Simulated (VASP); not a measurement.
Write the native input for VASP 6.6.1 that does the following.

```yaml
Task: single point
Functional: LDA
Potentials_or_basis: VASP PAW LDA potentials, release 64 (Ga_d, N)
Cutoff: 520 eV
k_mesh: 6 × 6 × 6
Occupations: gaussian, width 0.01 eV
Spin: no spin polarisation
Dipole_correction: no
Further_INCAR_settings: ALGO = Normal; EDIFF = 1e-07; NBANDS = 16
```

The structure of GaN lies in POSCAR:

```
GaN
1.0
    0.0000000000      2.1085152362      2.1085152362
    2.1085152362      0.0000000000      2.1085152362
    2.1085152362      2.1085152362      0.0000000000
Ga N
1 1
Direct
    0.0000000000      0.0000000000      0.0000000000
    0.5000000000      0.5000000000      0.5000000000
```

The input as run:

INCAR

```
SYSTEM = GaN
ALGO     = Normal         ! electronic algorithm
EDIFF    = 1E-7           ! SCF threshold, eV
ENCUT    = 520            ! plane-wave cutoff, eV
GGA      = CA             ! functional
ISIF     = 2              ! what is computed and relaxed
ISMEAR   = 0              ! smearing method
LASPH    = .TRUE.         ! aspherical terms in the spheres
LCHARG   = .TRUE.         ! write CHGCAR
LELF     = .TRUE.         ! ELF
LREAL    = .FALSE.        ! projectors in reciprocal space
LVHAR    = .TRUE.       
LWAVE    = .FALSE.        ! write WAVECAR
NBANDS   = 16             ! bands
NELM     = 100            ! most SCF steps
PREC     = Accurate       ! precision mode
SIGMA    = 0.01           ! smearing width, eV
```

KPOINTS

```
k-points
0
G
  6 6 6
  0 0 0
```

Potentials or basis: VASP PAW LDA potentials, release 64 (Ga_d, N).

Launch:

```sh
$ cat potpaw_LDA.64/Ga_d/POTCAR potpaw_LDA.64/N/POTCAR > POTCAR
$ mpirun -np 1 vasp_std > vasp.out
```

It gave:

```yaml
Pressure: -4.9 GPa
Band_gap_on_the_k_mesh: 0.44 eV, indirect (least direct gap 2.91 eV)
```

Caveat: the k points lie up to 0.43 Å⁻¹ apart.

It took 3.7 s on 1 thread of AMD EPYC 9R45 96-Core Processor (Zen 5) (shared host), peak memory 0.1 GiB.
